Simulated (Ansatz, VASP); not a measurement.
One calculation of Ni, two programs

```
Ni
1.0
     3.53470    1.76735    1.76735
     1.76735    3.53470    1.76735
     1.76735    1.76735    3.53470
Ni
2
Direct
  0.00000 0.00000 0.00000
  0.50000 0.50000 0.50000
```

Alike in both runs: task single point; functional PBE; k mesh 13 × 13 × 13; occupations gaussian, width 0.1 eV; no spin polarisation.

```csv
,VASP,Ansatz
version,VASP 6.6.1,Ansatz 0.2.0
potentials or method,"VASP PAW PBE potentials, release 64 (Ni), cutoff 520 eV","PAW, plane waves, scalar-relativistic"
valence electrons in the cell,20,36
```

|  | VASP | Ansatz | Ansatz less VASP |
| --- | --- | --- | --- |
| pressure (GPa) | -3.7 | -3.8 | -0.07 |

With one functional, cell and mesh, what is left measures potentials, basis and numerics. VASP's potentials hold 20 valence electrons a cell and Ansatz's 36, so a difference there can come from the potentials and not from the codes.
